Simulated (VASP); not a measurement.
# RbBr (P6_3/mmc) in VASP: notebook

RbBr is run at these levels: PBE, r2SCAN; tasks: single point.

Everything below comes from runs of VASP 6.6.1. Logs are shortened: lines on timing, memory, paths and dates and some standing lists are left out, and cuts for length are marked.

## 1. The cell of the first run

It takes space group P6_3/mmc (No. 194, hexagonal). Conventional cell: a = 4.771 Å, b = 4.771 Å, c = 8.410 Å, α = 90.00°, β = 90.00°, γ = 120.00°. Within 4.6 Å of Rb (site symmetry -3m) lie 6 Br at 3.47 Å and 2 Rb at 4.21 Å. Br (site symmetry -6m2) has 6 Rb at 3.47 Å within 4.6 Å.

## 2. Single point, PBE

Input file INCAR:

```
SYSTEM = RbBr
PREC = Accurate
ENCUT = 520
EDIFF = 1E-6
ISMEAR = 0
SIGMA = 0.01
LREAL = .False.
LASPH = .True.
NELM = 80
ALGO = Normal
ISIF = 2
LWAVE = .False.
LCHARG = .True.
GGA = PE
LELF = .True.
LVHAR = .True.
NBANDS = 24
```

Input file KPOINTS:

```
Automatic mesh
0
Gamma
  6 6 2
  0 0 0
```

Input file POSCAR:

```
RbBr
1.0
    4.7710886017      0.0000000000      0.0000000000
   -2.3855443009      4.1318839328      0.0000000000
    0.0000000000      0.0000000000      8.4101539777
Rb Br
2 2
Direct
    0.0000000000      0.0000000000      0.0000000000
    0.0000000000      0.0000000000      0.5000000000
    0.3333333333      0.6666666667      0.2500000000
    0.6666666667      0.3333333333      0.7500000000
```

Potentials or basis: VASP PAW PBE potentials, release 64 (Rb_sv, Br).

Started as:

```sh
cat potpaw_PBE.64/Rb_sv/POTCAR potpaw_PBE.64/Br/POTCAR > POTCAR
mpirun -np 1 vasp_std > vasp.out
```

OUTCAR:

```text
SYSTEM = RbBr
   PREC = Accurate
   ENCUT = 520
   EDIFF = 1E-6
   ISMEAR = 0
   LREAL = .False.
   LASPH = .True.
   NELM = 80
   ISIF = 2
   GGA = PE

 ion  position               nearest neighbor table
   1  0.000  0.000  0.000-   3 3.47   4 3.47   4 3.47   3 3.47   4 3.47   3 3.47   2 4.21   2 4.21

   2  0.000  0.000  0.500-   3 3.47   4 3.47   4 3.47   3 3.47   4 3.47   3 3.47   1 4.21   1 4.21

   3  0.333  0.667  0.250-   1 3.47   2 3.47   1 3.47   2 3.47   1 3.47   2 3.47
   4  0.667  0.333  0.750-   1 3.47   2 3.47   1 3.47   2 3.47   1 3.47   2 3.47

  LATTYP: Found a hexagonal cell.
 ALAT       =     4.7710886017
 C/A-ratio  =     1.7627327178

  Lattice vectors:

 A1 = (   4.7710886017,   0.0000000000,   0.0000000000)
 A2 = (  -2.3855443009,   4.1318839328,   0.0000000000)
 A3 = (   0.0000000000,   0.0000000000,   8.4101539777)

Analysis of symmetry for initial positions (statically):
=====================================================================
 Subroutine PRICEL returns:
 Original cell was already a primitive cell.

 Routine SETGRP: Setting up the symmetry group for a
 hexagonal supercell.

 Subroutine GETGRP returns: Found 24 space group operations
 (whereof 12 operations were pure point group operations)
 out of a pool of 24 trial point group operations.

The static configuration has the point symmetry D_3d.
 The point group associated with its full space group is D_6h.

Analysis of symmetry for dynamics (positions and initial velocities):
=====================================================================
 Subroutine PRICEL returns:
 Original cell was already a primitive cell.

 Routine SETGRP: Setting up the symmetry group for a
 hexagonal supercell.

 Subroutine GETGRP returns: Found 24 space group operations
 (whereof 12 operations were pure point group operations)
 out of a pool of 24 trial point group operations.

The dynamic configuration has the point symmetry D_3d.
 The point group associated with its full space group is D_6h.

 Subroutine INISYM returns: Found 24 space group operations
 (whereof 12 operations are pure point group operations),
 and found     1 'primitive' translations

----------------------------------------------------------------------------------------

                                     Primitive cell

  volume of cell :     165.7943

  direct lattice vectors                    reciprocal lattice vectors
     4.771088602  0.000000000  0.000000000     0.209595772  0.121010176  0.000000000
    -2.385544301  4.131883933  0.000000000     0.000000000  0.242020351  0.000000000
     0.000000000  0.000000000  8.410153978     0.000000000  0.000000000  0.118903887

  length of vectors
[... 80 lines left out ...]
   NFREE  =      0    steps in history (QN), initial steepest desc. (CG)
   ISIF   =      2    stress and relaxation
   ISYM   =      2    0-nonsym 1-usesym 2-fastsym
   POTIM  = 0.5000    time-step for ionic-motion
   TEBEG  =    0.0;   TEEND  =   0.0 temperature during run
   PSTRESS=    0.0 pullay stress
   NELECT =      32.0000    total number of electrons
   NUPDOWN=      -1.0000    fix difference up-down
   EMIN   =  10.00;   EMAX   =-10.00  energy-range for DOS
   EFERMI =   0.00;   METHOD = LEGACY
   ISMEAR =     0;   SIGMA  =   0.01  broadening in eV -4-tet -1-fermi 0-gaus
   EFERMI_NEDOS =   21; number of points for ismear=-14 and -15
   IALGO  =     38    algorithm
   IMIX   =      4    mixing-type and parameters
     AMIX     =   0.40;   BMIX     =  1.00
     AMIX_MAG =   1.60;   BMIX_MAG =  1.00
  volume/ion in A,a.u.               =      41.45       279.71
  Fermi-wavevector in a.u.,A,eV,Ry     =   0.946095  1.787861 12.178530  0.895097
  Thomas-Fermi vector in A             =   2.074060
   LORBIT       =      0    0 simple, 1 ext, 2 COOP (PROOUT), +10 PAW based schemes
   GGA     = PE    functional components
   LHFCALC =     F    Hartree Fock is set to
   AEXX    =    0.0000 exact exchange contribution
   IVDW    =     0    specifies the selected vdW correction
   LEPSILON=     F    determine dielectric tensor
   LRPA    =     F    only Hartree local field effects (RPA)
 non-spin polarized calculation
 Gauss-broadening in eV      SIGMA  =   0.01
  energy-cutoff  :      520.00
  volume of cell :      165.79
 maximum number of plane-waves:      4482
 NGX is ok and might be reduce to    36
   NGX = 17   NGY = 17   NGZ = 31

 number of electron      32.0000004 magnetization

 Free energy of the ion-electron system (eV)
  ---------------------------------------------------
  ext. energy  EPLUGINS =         0.00000000
  ---------------------------------------------------
  free energy    TOTEN  =       -12.11899839 eV

  energy without entropy =      -12.11899839  energy(sigma->0) =      -12.11899839

 E-fermi :  -1.7353     XC(G=0):  -7.1168

 val. band max:       -1.7987752531   @ k =   0.0000   0.0000   0.0000
 cond. band min:       2.4328638343   @ k =   0.0000   0.0000   0.0000
 fundamental gap:      4.2316390875
 Fermi energy:        -1.7352971437

 k-point     1 :       0.0000    0.0000    0.0000
  band No.  band energies     occupation
      1     -26.4270      2.00000
      2     -26.4104      2.00000
      3     -14.0595      2.00000
      4     -13.9994      2.00000
      5     -10.5202      2.00000
      6     -10.5036      2.00000
[... 367 lines left out ...]
     23       6.8071      0.00000
     24       6.8080      0.00000

------------------------ aborting loop because EDIFF is reached ----------------------------------------

  FORCE on cell =-STRESS in cart. coord.  units (eV):
  Direction    XX          YY          ZZ          XY          YZ          ZX
  --------------------------------------------------------------------------------------
  -------------------------------------------------------------------------------------
  Total        0.5852056      0.5852056      0.6262144     -0.0000000      0.0000000     -0.0000000
  in kB        5.6552199      5.6552199      6.0515150     -0.0000000      0.0000000     -0.0000000
  external PRESSURE =       5.7873182 kB  Pullay stress =       0.0000000 kB

 VOLUME and BASIS-vectors are now :
 -----------------------------------------------------------------------------
  energy-cutoff  :      520.00
  volume of cell :      165.79
      direct lattice vectors                 reciprocal lattice vectors
     4.771088602  0.000000000  0.000000000     0.209595772  0.121010176  0.000000000
    -2.385544301  4.131883933  0.000000000     0.000000000  0.242020351  0.000000000
     0.000000000  0.000000000  8.410153978     0.000000000  0.000000000  0.118903887

 POSITION                                       TOTAL-FORCE (eV/Angst)
 -----------------------------------------------------------------------------------
      0.00000      0.00000      0.00000        -0.000000      0.000000     -0.000000
      0.00000      0.00000      4.20508        -0.000000      0.000000     -0.000000
     -0.00000      2.75459      2.10254         0.000000      0.000000      0.000000
      2.38554      1.37729      6.30762        -0.000000      0.000000      0.000000
 -----------------------------------------------------------------------------------
    total drift:                               -0.000000      0.000000     -0.000000

  FREE ENERGIE OF THE ION-ELECTRON SYSTEM (eV)
  ---------------------------------------------------
  free  energy   TOTEN  =       -12.1189983925 eV

  energy  without entropy=      -12.1189983925  energy(sigma->0) =      -12.11899839
```

Run time: 85 s. Hardware: 1 thread of AMD EPYC 7R13, shared host; peak memory 0.24 GiB.

Results:

```yaml
Free_energy: -12.1190 eV
Pressure: 0.6 GPa
Band_gap_on_the_k_mesh: 4.23 eV, direct
```

Levels at points of the mesh, in eV from the valence-band top:
```tsv
k point	band 14	band 15	band 16	band 17	band 18	band 19
(0.00, 0.00, 0.00)	-0.13	0.00	0.00	4.23	6.30	6.67
(0.50, 0.00, 0.00)	-0.34	-0.32	-0.15	5.84	6.73	6.94
(0.00, 0.00, 0.50)	-0.14	-0.14	-0.14	5.40	5.40	6.97
(0.50, 0.00, 0.50)	-0.37	-0.25	-0.25	6.44	6.44	6.83
```

## 3. Single point, r2SCAN

POSCAR is that of step 2.

Input file INCAR.step1:

```
SYSTEM = RbBr
PREC = Accurate ; ENCUT = 520
ISMEAR = 0 ; SIGMA = 0.01
LREAL = .False. ; LASPH = .True.
NELM = 60 ; NBANDS = 24
GGA = PE ; ALGO = Normal
EDIFF = 1E-4 ; LWAVE = .True.
LCHARG = .False.
```

Input file INCAR.step2:

```
SYSTEM = RbBr
PREC = Accurate ; ENCUT = 520
EDIFF = 1E-6 ; ISMEAR = 0
SIGMA = 0.01 ; LREAL = .False.
LASPH = .True. ; NELM = 60
ALGO = Normal ; ISIF = 2
LWAVE = .False. ; LCHARG = .True.
METAGGA = R2SCAN ; LMIXTAU = .True.
LELF = .True. ; LVHAR = .True.
NBANDS = 24 ; ISTART = 1
```

KPOINTS is that of step 2.

Potentials or basis: VASP PAW PBE potentials, release 64 (Rb_sv, Br).

Started as:

```sh
cat potpaw_PBE.64/Rb_sv/POTCAR potpaw_PBE.64/Br/POTCAR > POTCAR
cp INCAR.step1 INCAR
mpirun -np 1 vasp_std > vasp.out
cp INCAR.step2 INCAR
mpirun -np 1 vasp_std > vasp.out
```

OUTCAR:

```text
SYSTEM = RbBr
   PREC = Accurate
   ENCUT = 520
   EDIFF = 1E-6
   ISMEAR = 0
   LREAL = .False.
   LASPH = .True.
   NELM = 60
   ISIF = 2
   METAGGA = R2SCAN
   ISTART = 1

 ion  position               nearest neighbor table
   1  0.000  0.000  0.000-   3 3.47   4 3.47   4 3.47   3 3.47   4 3.47   3 3.47   2 4.21   2 4.21

   2  0.000  0.000  0.500-   3 3.47   4 3.47   4 3.47   3 3.47   4 3.47   3 3.47   1 4.21   1 4.21

   3  0.333  0.667  0.250-   1 3.47   2 3.47   1 3.47   2 3.47   1 3.47   2 3.47
   4  0.667  0.333  0.750-   1 3.47   2 3.47   1 3.47   2 3.47   1 3.47   2 3.47

  LATTYP: Found a hexagonal cell.
 ALAT       =     4.7710886017
 C/A-ratio  =     1.7627327178

  Lattice vectors:

 A1 = (   4.7710886017,   0.0000000000,   0.0000000000)
 A2 = (  -2.3855443009,   4.1318839328,   0.0000000000)
 A3 = (   0.0000000000,   0.0000000000,   8.4101539777)

Analysis of symmetry for initial positions (statically):
=====================================================================
 Subroutine PRICEL returns:
 Original cell was already a primitive cell.

[... 162 lines left out ...]

  energy without entropy =      -62.21184212  energy(sigma->0) =      -62.21184212

 E-fermi :  -2.0910     XC(G=0):  -7.5002

 val. band max:       -2.2004443363   @ k =   0.0000   0.0000   0.0000
 cond. band min:       2.6417537808   @ k =   0.0000   0.0000   0.0000
 fundamental gap:      4.8421981171
 Fermi energy:        -2.0909829912

 k-point     1 :       0.0000    0.0000    0.0000
  band No.  band energies     occupation
      1     -27.5797      2.00000
      2     -27.5628      2.00000
      3     -14.8934      2.00000
      4     -14.8332      2.00000
      5     -11.1200      2.00000
      6     -11.1084      2.00000
[... 367 lines left out ...]
     23       7.2240      0.00000
     24       7.2240      0.00000

------------------------ aborting loop because EDIFF is reached ----------------------------------------

  FORCE on cell =-STRESS in cart. coord.  units (eV):
  Direction    XX          YY          ZZ          XY          YZ          ZX
  --------------------------------------------------------------------------------------
  -------------------------------------------------------------------------------------
  Total        0.0497549      0.0497549      0.0360558     -0.0000000     -0.0000000      0.0000000
  in kB        0.4808135      0.4808135      0.3484307     -0.0000000     -0.0000000      0.0000000
  external PRESSURE =       0.4366859 kB  Pullay stress =       0.0000000 kB

 VOLUME and BASIS-vectors are now :
 -----------------------------------------------------------------------------
  energy-cutoff  :      520.00
  volume of cell :      165.79
      direct lattice vectors                 reciprocal lattice vectors
     4.771088602  0.000000000  0.000000000     0.209595772  0.121010176  0.000000000
    -2.385544301  4.131883933  0.000000000     0.000000000  0.242020351  0.000000000
     0.000000000  0.000000000  8.410153978     0.000000000  0.000000000  0.118903887

 POSITION                                       TOTAL-FORCE (eV/Angst)
 -----------------------------------------------------------------------------------
      0.00000      0.00000      0.00000        -0.000000      0.000000      0.000000
      0.00000      0.00000      4.20508        -0.000000      0.000000      0.000000
     -0.00000      2.75459      2.10254        -0.000000      0.000000     -0.000000
      2.38554      1.37729      6.30762         0.000000     -0.000000     -0.000000
 -----------------------------------------------------------------------------------
    total drift:                               -0.000000      0.000000     -0.000000

  FREE ENERGIE OF THE ION-ELECTRON SYSTEM (eV)
  ---------------------------------------------------
  free  energy   TOTEN  =       -62.2118421197 eV

  energy  without entropy=      -62.2118421197  energy(sigma->0) =      -62.21184212
```

OSZICAR.step1:

```text
N       E                     dE             d eps       ncg     rms          rms(c)
DAV:   1     0.202632586615E+03    0.20263E+03   -0.13046E+04   672   0.112E+03
DAV:   2     0.497487510270E+01   -0.19766E+03   -0.18672E+03   920   0.214E+02
DAV:   3    -0.122970390728E+02   -0.17272E+02   -0.17195E+02  1096   0.634E+01
DAV:   4    -0.125783641098E+02   -0.28133E+00   -0.28107E+00   928   0.855E+00
DAV:   5    -0.125890128283E+02   -0.10649E-01   -0.10648E-01  1008   0.127E+00    0.391E+00
DAV:   6    -0.121334666525E+02    0.45555E+00   -0.71608E-01   792   0.298E+00    0.272E+00
DAV:   7    -0.120934269945E+02    0.40040E-01   -0.37946E-01   832   0.224E+00    0.132E+00
DAV:   8    -0.121159677857E+02   -0.22541E-01   -0.48530E-02   864   0.901E-01    0.153E-01
DAV:   9    -0.121176218694E+02   -0.16541E-02   -0.43594E-03   856   0.258E-01    0.939E-02
DAV:  10    -0.121189074688E+02   -0.12856E-02   -0.12542E-03   704   0.184E-01    0.187E-02
DAV:  11    -0.121189779355E+02   -0.70467E-04   -0.63218E-05   648   0.432E-02
   1 F= -.12118978E+02 E0= -.12118978E+02  d E =-.485063E-24
```

Wall time 7.2 min (1 thread of AMD EPYC 7R13, shared host); peak memory 0.29 GiB.

What came out:

```
Free energy            : -62.2118 eV
Pressure               : 0.0 GPa
Band gap on the k mesh : 4.84 eV, direct
```

Levels at points of the mesh, in eV from the valence-band top:
```csv
k point,band 13,band 14,band 15,band 16,band 17,band 18,band 19,band 20
"(0.00, 0.00, 0.00)",-0.27,-0.13,0.00,0.00,4.84,6.85,7.19,8.18
"(0.50, 0.00, 0.00)",-0.47,-0.34,-0.33,-0.15,6.34,7.32,7.45,7.95
"(0.00, 0.00, 0.50)",-0.14,-0.14,-0.14,-0.14,6.00,6.00,7.52,7.52
"(0.50, 0.00, 0.50)",-0.37,-0.37,-0.25,-0.25,6.95,6.95,7.46,7.46
```

Caveat: the PAW data sets were made with another functional, which shifts forces and pressure a little.
